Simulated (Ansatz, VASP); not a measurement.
One calculation of GaSb3, two programs

The input INCAR:

```
SYSTEM = GaSb3
  ALGO = Normal
  EDIFF = 1E-6
  ENCUT = 520
  GGA = PS
  ISIF = 2
  ISMEAR = 0
  LASPH = .TRUE.
  LCHARG = .FALSE.
  LREAL = .FALSE.
  LWAVE = .FALSE.
  NBANDS = 22
  NELM = 60
  PREC = Accurate
  SIGMA = 0.15
```

KPOINTS

```
k-points
0
G
  10 10 10
  0 0 0
```

Contents of POSCAR:

```
GaSb3
1.0
    0.0000000000      3.7783976282      3.4874610108
    3.7783976282      0.0000000000      3.4874610108
    3.7783976282      3.7783976282      0.0000000000
Ga Sb
1 3
Direct
    0.0000000000      0.0000000000      0.0000000000
    0.2500000000      0.2500000000      0.2500000000
    0.7500000000      0.7500000000      0.7500000000
    0.5000000000      0.5000000000      0.5000000000
```

Input for Ansatz:

```yaml
crystal:
  lattice:
    - [0.0, 3.7783976282, 3.4874610108]
    - [3.7783976282, 0.0, 3.4874610108]
    - [3.7783976282, 3.7783976282, 0.0]
  atoms:
    - { symbol: Ga, position: [0.0, 0.0, 0.0] }
    - { symbol: Sb, position: [0.25, 0.25, 0.25] }
    - { symbol: Sb, position: [0.75, 0.75, 0.75] }
    - { symbol: Sb, position: [0.5, 0.5, 0.5] }
basis:
  ecutwfc: 420
kpoints:
  mp_grid: { grid: [10, 10, 10] }
hamiltonian:
  xc: pbesol
  pseudopotentials: { kind: paw, azcp: { folder: soft_1 } }
scf:
  occupations: { method: gaussian, width: 0.15 }
output:
  forces: true
  stress: true
  eigenvalues: true
```

Alike in both runs: task single point; functional PBEsol; k mesh 10 × 10 × 10; occupations gaussian, width 0.15 eV; no spin polarisation.

```csv
,VASP,Ansatz
version,VASP 6.6.1,Ansatz 0.2.0
potentials or method,"VASP PAW PBE potentials, release 64 (Ga_d, Sb), cutoff 520 eV","scalar-relativistic, plane waves, PAW"
valence electrons in the cell,28,58
```

```tsv
	VASP	Ansatz	Ansatz less VASP
gap on the k mesh at the Fermi level (eV)	none	none	-
pressure (GPa)	-1.3	-1.3	+0.01
traceless stress, the component that is largest in VASP (GPa)	0.35	0.35	-0.004
```

VASP's potentials were made for PBE, not for PBEsol, and Ansatz warns of the same on its side. A gap of «none» marks a metal or a gap that the smearing closes. With one functional, cell and mesh, what is left measures potentials, basis and numerics. VASP's potentials hold 28 valence electrons a cell and Ansatz's 58, so a difference there can come from the potentials and not from the codes.

Spin-orbit coupling is off throughout.
